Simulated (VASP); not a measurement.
Sn, 2 atoms in the cell. Symmetry: Fd-3m, No. 227, cubic system. The conventional cell has a = 6.469 Å, b = 6.469 Å, c = 6.469 Å, α = 90.00°, β = 90.00°, γ = 90.00°. Sn (site symmetry -43m) has 4 Sn at 2.80 Å within 3.7 Å. This isn't the form of Sn at room conditions, which is tetragonal (white tin).

| Property | Result |
| --- | --- |
| Program | VASP 6.6.1 |
| Task | electric field gradients |
| Functional | PBE |
| Potentials or basis | VASP PAW PBE potentials, release 64 (Sn_d) |
| Cutoff | 520 eV |
| k mesh | 9 × 9 × 9 |
| Occupations | fermi-dirac, width 0.03 eV |
| Spin | no spin polarisation |
| Dipole correction | no |
| Further INCAR settings | ALGO = Normal; EDIFF = 1e-08; NBANDS = 21 |

Potentials or basis: VASP PAW PBE potentials, release 64 (Sn_d).

Command:

```sh
$ cat potpaw_PBE.64/Sn_d/POTCAR > POTCAR
$ mpirun -np 1 vasp_std > vasp.out
```

Hardware: 1 thread of Intel Xeon 8259CL, with other jobs on the host.

Question: Estimate the wall time of this run.

Answer: It took 80 s on 1 thread of Intel Xeon 8259CL (shared host), peak memory 0.21 GiB. Counts: scf iterations 16, k points 35.
